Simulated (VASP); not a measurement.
# SiC (F-43m) in VASP: a series of runs

SiC is run at these levels: PBE; tasks: single point.

Program: VASP 6.6.1. These are calculated values, not measurements. Logs are shortened: lines on timing, memory, paths and dates and some standing lists are left out, and cuts for length are marked.

## 1. The cell of the first run

It takes space group F-43m (No. 216, cubic). The conventional cell has a = 4.380 Å, b = 4.380 Å, c = 4.380 Å, α = 90.00°, β = 90.00°, γ = 90.00°. Within 2.5 Å of Si (site symmetry -43m) lie 4 C at 1.90 Å. C (site symmetry -43m) has 4 Si at 1.90 Å within 2.5 Å.

## 2. Single point, PBE

Input file INCAR:

```
PREC = Accurate ; ENCUT = 520
EDIFF = 1E-6 ; ISMEAR = 0
SIGMA = 0.01 ; LREAL = Auto
LASPH = True ; NELM = 80
ALGO = Normal ; ISIF = 2
LWAVE = False ; LCHARG = True
GGA = PE ; LELF = True
LVHAR = True ; NBANDS = 86
```

Input file KPOINTS:

```
Automatic mesh
0
Gamma
  2 2 2
  0.5 0.5 0.5
```

Input file POSCAR:

```
SiC
1.0
    4.3797259441      4.3797259441      4.3797259441
   -4.3797259441     -4.3797259441      4.3797259441
    4.3797259441     -4.3797259441     -4.3797259441
Si C
16 16
Direct
    0.2500000000      0.2500000000      0.7500000000
    0.5000000000      0.0000000000      0.7500000000
    0.2500000000      0.5000000000      0.5000000000
    0.5000000000      0.2500000000      0.5000000000
    0.7500000000      0.0000000000      0.5000000000
    0.7500000000      0.7500000000      0.7500000000
    0.0000000000      0.5000000000      0.7500000000
    0.2500000000      0.0000000000      0.0000000000
    0.2500000000      0.7500000000      0.2500000000
    0.5000000000      0.5000000000      0.2500000000
    0.7500000000      0.2500000000      0.2500000000
    0.0000000000      0.0000000000      0.2500000000
    0.0000000000      0.7500000000      0.5000000000
    0.5000000000      0.7500000000      0.0000000000
    0.7500000000      0.5000000000      0.0000000000
    0.0000000000      0.2500000000      0.0000000000
    0.2500000000      0.2500000000      0.5000000000
    0.5000000000      0.0000000000      0.5000000000
    0.2500000000      0.5000000000      0.2500000000
    0.5000000000      0.2500000000      0.2500000000
    0.7500000000      0.0000000000      0.2500000000
    0.7500000000      0.7500000000      0.5000000000
    0.0000000000      0.5000000000      0.5000000000
    0.2500000000      1.0000000000      0.7500000000
    0.2500000000      0.7500000000      0.0000000000
    0.5000000000      0.5000000000      0.0000000000
    0.7500000000      0.2500000000      0.0000000000
    0.0000000000      0.0000000000      0.0000000000
    0.0000000000      0.7500000000      0.2500000000
    0.5000000000      0.7500000000      0.7500000000
    0.7500000000      0.5000000000      0.7500000000
    0.0000000000      0.2500000000      0.7500000000
```

Potentials or basis: VASP PAW PBE potentials, release 64 (Si, C).

Command:

```console
cat potpaw_PBE.64/Si/POTCAR potpaw_PBE.64/C/POTCAR > POTCAR
mpirun -np 1 vasp_std > vasp.out
```

OUTCAR:

```text
PREC = Accurate
   ENCUT = 520
   EDIFF = 1E-6
   ISMEAR = 0
   LREAL = Auto
   LASPH = True
   NELM = 80
   ISIF = 2
   GGA = PE

 ion  position               nearest neighbor table
   1  0.250  0.250  0.750-  17 1.90  24 1.90  26 1.90  32 1.90   8 3.10  10 3.10  16 3.10   2 3.10
                             3 3.10   4 3.10   7 3.10  12 3.10  14 3.10  15 3.10  13 3.10   5 3.10
   2  0.500  0.000  0.750-  18 1.90  24 1.90  27 1.90  30 1.90   8 3.10  11 3.10  14 3.10   1 3.10
                             4 3.10   5 3.10   6 3.10   9 3.10  16 3.10  15 3.10   3 3.10  13 3.10
   3  0.250  0.500  0.500-  17 1.90  19 1.90  23 1.90  30 1.90  10 3.10  13 3.10  14 3.10   1 3.10
                             4 3.10   7 3.10   9 3.10  16 3.10   2 3.10   6 3.10  12 3.10  11 3.10
   4  0.500  0.250  0.500-  17 1.90  18 1.90  20 1.90  31 1.90  10 3.10  11 3.10  15 3.10   1 3.10
                             2 3.10   3 3.10   5 3.10   8 3.10   6 3.10   7 3.10   9 3.10  12 3.10
   5  0.750  0.000  0.500-  18 1.90  21 1.90  22 1.90  32 1.90  12 3.10  13 3.10  16 3.10   2 3.10
                             4 3.10   6 3.10  11 3.10  14 3.10   7 3.10   1 3.10  10 3.10   9 3.10
   6  0.750  0.750  0.750-  22 1.90  28 1.90  30 1.90  31 1.90  13 3.10  14 3.10  15 3.10   2 3.10
                             5 3.10   7 3.10  12 3.10  10 3.10  16 3.10   8 3.10   4 3.10   3 3.10
   7  0.000  0.500  0.750-  23 1.90  25 1.90  31 1.90  32 1.90  13 3.10  15 3.10  16 3.10   1 3.10
                             3 3.10   6 3.10   9 3.10  11 3.10  14 3.10   8 3.10   5 3.10   4 3.10
   8  0.250  0.000  0.000-  20 1.90  24 1.90  25 1.90  28 1.90  12 3.10  14 3.10  16 3.10   1 3.10
                             2 3.10   4 3.10   9 3.10  13 3.10  10 3.10  11 3.10   7 3.10   6 3.10
   9  0.250  0.750  0.250-  18 1.90  19 1.90  25 1.90  29 1.90  12 3.10  13 3.10  14 3.10   2 3.10
[... 17 lines left out ...]
  19  0.250  0.500  0.250-   3 1.90   9 1.90  10 1.90  16 1.90
  20  0.500  0.250  0.250-   4 1.90   8 1.90  10 1.90  11 1.90
  21  0.750  0.000  0.250-   5 1.90  11 1.90  12 1.90  14 1.90
  22  0.750  0.750  0.500-   5 1.90   6 1.90  10 1.90  13 1.90
[... 8 lines left out ...]
  31  0.750  0.500  0.750-   4 1.90   6 1.90   7 1.90  15 1.90
  32  0.000  0.250  0.750-   1 1.90   5 1.90   7 1.90  16 1.90

  LATTYP: Found a body centered cubic cell.
 ALAT       =     8.7594518882

  Lattice vectors:

 A1 = (   4.3797259441,   4.3797259441,   4.3797259441)
 A2 = (  -4.3797259441,  -4.3797259441,   4.3797259441)
 A3 = (   4.3797259441,  -4.3797259441,  -4.3797259441)

Analysis of symmetry for initial positions (statically):
=====================================================================
 Subroutine PRICEL returns following result:

  LATTYP: Found a face centered cubic cell.
 ALAT       =     4.3797259441

  Lattice vectors:

 A1 = (  -2.1898629720,  -2.1898629720,   0.0000000000)
 A2 = (  -2.1898629720,   0.0000000000,  -2.1898629720)
 A3 = (   0.0000000000,  -2.1898629720,  -2.1898629720)

  16 primitive cells build up your supercell.

 Routine SETGRP: Setting up the symmetry group for a
 body centered cubic supercell.

 Subroutine GETGRP returns: Found 24 space group operations
 (whereof 24 operations were pure point group operations)
 out of a pool of 48 trial point group operations.

The static configuration has the point symmetry T_d .

Analysis of symmetry for dynamics (positions and initial velocities):
=====================================================================
 Subroutine PRICEL returns following result:

  LATTYP: Found a face centered cubic cell.
 ALAT       =     4.3797259441

  Lattice vectors:

 A1 = (  -2.1898629720,  -2.1898629720,   0.0000000000)
 A2 = (  -2.1898629720,   0.0000000000,  -2.1898629720)
 A3 = (   0.0000000000,  -2.1898629720,  -2.1898629720)

  16 primitive cells build up your supercell.

 Routine SETGRP: Setting up the symmetry group for a
 body centered cubic supercell.

 Subroutine GETGRP returns: Found 24 space group operations
 (whereof 24 operations were pure point group operations)
 out of a pool of 48 trial point group operations.

The dynamic configuration has the point symmetry T_d .

 Subroutine INISYM returns: Found 24 space group operations
 (whereof 24 operations are pure point group operations),
 and found    16 'primitive' translations

----------------------------------------------------------------------------------------

                                     Primitive cell

  volume of cell :      21.0030

  direct lattice vectors                    reciprocal lattice vectors
    -2.189862972 -2.189862972  0.000000000    -0.228324789 -0.228324789  0.228324789
    -2.189862972  0.000000000 -2.189862972    -0.228324789  0.228324789 -0.228324789
     0.000000000 -2.189862972 -2.189862972     0.228324789 -0.228324789 -0.228324789

  length of vectors
     3.096933915  3.096933915  3.096933915     0.395470134  0.395470134  0.395470134

  position of ions in fractional coordinates (direct lattice)
     0.750000000  0.750000000  0.750000000
     0.000000000  0.000000000  0.000000000

  ion indices of the primitive-cell ions
   primitive index   ion index
                 1           1
                 2          17

----------------------------------------------------------------------------------------

 KPOINTS: Automatic mesh

Automatic generation of k-mesh.
 Grid dimensions read from file:
 generate k-points for:    2    2    2

 Generating k-lattice:

  Cartesian coordinates                     Fractional coordinates (reciprocal lattice)
     0.057081197  0.000000000  0.057081197     0.500000000  0.000000000  0.000000000
     0.000000000 -0.057081197  0.057081197     0.000000000  0.500000000  0.000000000
     0.057081197 -0.057081197  0.000000000     0.000000000  0.000000000  0.500000000

  Length of vectors
     0.080725003  0.080725003  0.080725003

  Shift w.r.t. Gamma in fractional coordinates (k-lattice)
     0.500000000  0.500000000  0.500000000

 Subroutine IBZKPT returns following result:
 ===========================================

 Found      2 irreducible k-points:

 Following reciprocal coordinates:
            Coordinates               Weight
  0.250000  0.250000  0.250000      2.000000
 -0.250000  0.250000  0.250000      6.000000
   k-points           NKPTS =      2   k-points in BZ     NKDIM =      2   number of bands    NBANDS=     86
   number of dos      NEDOS =    301   number of ions     NIONS =     32
   total plane-waves  NPLWV = 175616
   dimension x,y,z NGX =    56 NGY =   56 NGZ =   56
   dimension x,y,z NGXF=   112 NGYF=  112 NGZF=  112
   ions per type =              16  16
   NGX,Y,Z   is equivalent  to a cutoff of  12.27, 12.27, 12.27 a.u.
   NGXF,Y,Z  is equivalent  to a cutoff of  24.54, 24.54, 24.54 a.u.
 SYSTEM =  unknown system
   PREC   = accura    normal or accurate (medium, high low for compatibility)
   ISTART =      0    job   : 0-new  1-cont  2-samecut
   ICHARG =      2    charge: 1-file 2-atom 10-const
   ISPIN  =      1    spin polarized calculation?
   LNONCOLLINEAR =      F non collinear calculations
   LSORBIT =      F    spin-orbit coupling
   LASPH  =      T    aspherical Exc in radial PAW
   ENCUT  =  520.0 eV  38.22 Ry    6.18 a.u.  14.10 14.10 14.10*2*pi/ulx,y,z
   NELM   =     80;   NELMIN=  2; NELMDL= -5     # of ELM steps
   EDIFF  = 0.1E-05   stopping-criterion for ELM
   LREAL  =      T    real-space projection
   EDIFFG = 0.1E-04   stopping-criterion for IOM
   NSW    =      0    number of steps for IOM
[... 5 lines left out ...]
   TEBEG  =    0.0;   TEEND  =   0.0 temperature during run
   PSTRESS=    0.0 pullay stress
   NELECT =     128.0000    total number of electrons
   NUPDOWN=      -1.0000    fix difference up-down
   EMIN   =  10.00;   EMAX   =-10.00  energy-range for DOS
   EFERMI =   0.00;   METHOD = LEGACY
   ISMEAR =     0;   SIGMA  =   0.01  broadening in eV -4-tet -1-fermi 0-gaus
   EFERMI_NEDOS =   21; number of points for ismear=-14 and -15
   IALGO  =     38    algorithm
   IMIX   =      4    mixing-type and parameters
     AMIX     =   0.40;   BMIX     =  1.00
     AMIX_MAG =   1.60;   BMIX_MAG =  1.00
  volume/ion in A,a.u.               =      10.50        70.87
  Fermi-wavevector in a.u.,A,eV,Ry     =   1.186710  2.242556 19.160817  1.408280
  Thomas-Fermi vector in A             =   2.322877
   LORBIT       =      0    0 simple, 1 ext, 2 COOP (PROOUT), +10 PAW based schemes
   GGA     = PE    functional components
   LHFCALC =     F    Hartree Fock is set to
   AEXX    =    0.0000 exact exchange contribution
   IVDW    =     0    specifies the selected vdW correction
   LEPSILON=     F    determine dielectric tensor
   LRPA    =     F    only Hartree local field effects (RPA)
 non-spin polarized calculation
 Gauss-broadening in eV      SIGMA  =   0.01
  energy-cutoff  :      520.00
  volume of cell :      336.05
 maximum number of plane-waves:      9092
   NGX = 29   NGY = 29   NGZ = 29

 number of electron     127.9999987 magnetization

 Free energy of the ion-electron system (eV)
  ---------------------------------------------------
  ext. energy  EPLUGINS =         0.00000000
  ---------------------------------------------------
  free energy    TOTEN  =      -240.96064284 eV

  energy without entropy =     -240.96064284  energy(sigma->0) =     -240.96064284

 E-fermi :   7.4531     XC(G=0): -11.2906

 val. band max:        7.3384577287   @ k =   0.2500   0.2500   0.2500
 cond. band min:      10.0281340798   @ k =  -0.2500   0.2500   0.2500
 fundamental gap:      2.6896763511
 Fermi energy:         7.4531460089

 k-point     1 :       0.2500    0.2500    0.2500
  band No.  band energies     occupation
      1      -6.1646      2.00000
      2      -6.1646      2.00000
      3      -6.1646      2.00000
      4      -6.1646      2.00000
      5      -3.4500      2.00000
      6      -3.4500      2.00000
[... 68 lines left out ...]
     75      11.6467      0.00000
     76      11.6467      0.00000

 k-point     2 :      -0.2500    0.2500    0.2500
  band No.  band energies     occupation
      1      -6.9440      2.00000
      2      -5.3999      2.00000
      3      -5.3999      2.00000
      4      -5.3999      2.00000
      5      -5.3999      2.00000
      6      -4.1311      2.00000
[... 68 lines left out ...]
     75      13.2561      0.00000
     76      13.2561      0.00000
 [bands above 76 left out]

------------------------ aborting loop because EDIFF is reached ----------------------------------------

  FORCE on cell =-STRESS in cart. coord.  units (eV):
  Direction    XX          YY          ZZ          XY          YZ          ZX
  --------------------------------------------------------------------------------------
  -------------------------------------------------------------------------------------
  Total        0.0131970      0.0131970      0.0131970      0.0000000      0.0000000      0.0000000
  in kB        0.0629197      0.0629197      0.0629197      0.0000000      0.0000000      0.0000000
  external PRESSURE =       0.0629197 kB  Pullay stress =       0.0000000 kB

 VOLUME and BASIS-vectors are now :
 -----------------------------------------------------------------------------
  energy-cutoff  :      520.00
  volume of cell :      336.05
      direct lattice vectors                 reciprocal lattice vectors
     4.379725944  4.379725944  4.379725944     0.114162394  0.000000000  0.114162394
    -4.379725944 -4.379725944  4.379725944     0.000000000 -0.114162394  0.114162394
     4.379725944 -4.379725944 -4.379725944     0.114162394 -0.114162394  0.000000000

 POSITION                                       TOTAL-FORCE (eV/Angst)
 -----------------------------------------------------------------------------------
      3.28479     -3.28479     -1.09493         0.000000     -0.000000     -0.000000
      5.47466     -1.09493     -1.09493        -0.000000     -0.000000      0.000000
      1.09493     -3.28479      1.09493        -0.000000     -0.000000     -0.000000
      3.28479     -1.09493      1.09493         0.000000      0.000000      0.000000
      5.47466      1.09493      1.09493         0.000000      0.000000      0.000000
      3.28479     -3.28479      3.28479        -0.000000     -0.000000     -0.000000
[... 24 lines left out ...]
      4.37973     -2.18986      2.18986        -0.000000     -0.000000     -0.000000
      2.18986     -4.37973     -2.18986        -0.000000     -0.000000     -0.000000
 -----------------------------------------------------------------------------------
    total drift:                               -0.000009      0.000009     -0.000009

  FREE ENERGIE OF THE ION-ELECTRON SYSTEM (eV)
  ---------------------------------------------------
  free  energy   TOTEN  =      -240.9606428395 eV

  energy  without entropy=     -240.9606428395  energy(sigma->0) =     -240.96064284
```

It took 72 s on 1 thread of AMD EPYC 9R45 (Zen 5), shared host; peak memory 0.37 GiB.

Results:

- Free energy: -240.9606 eV
- Pressure: 0.0 GPa
- Band gap on the k mesh: 2.69 eV

Levels at points of the mesh, in eV from the valence-band top:
```tsv
k point	band 60	band 61	band 62	band 63	band 64	band 65	band 66	band 67	band 68	band 69
(0.25, 0.25, 0.25)	0.00	0.00	0.00	0.00	0.00	4.31	4.31	4.31	4.31	4.31
```

Caveat: a shifted mesh leaves out Γ, where band edges can lie. A k mesh can miss the band edges.

(Part 1 of 2 ends here.)
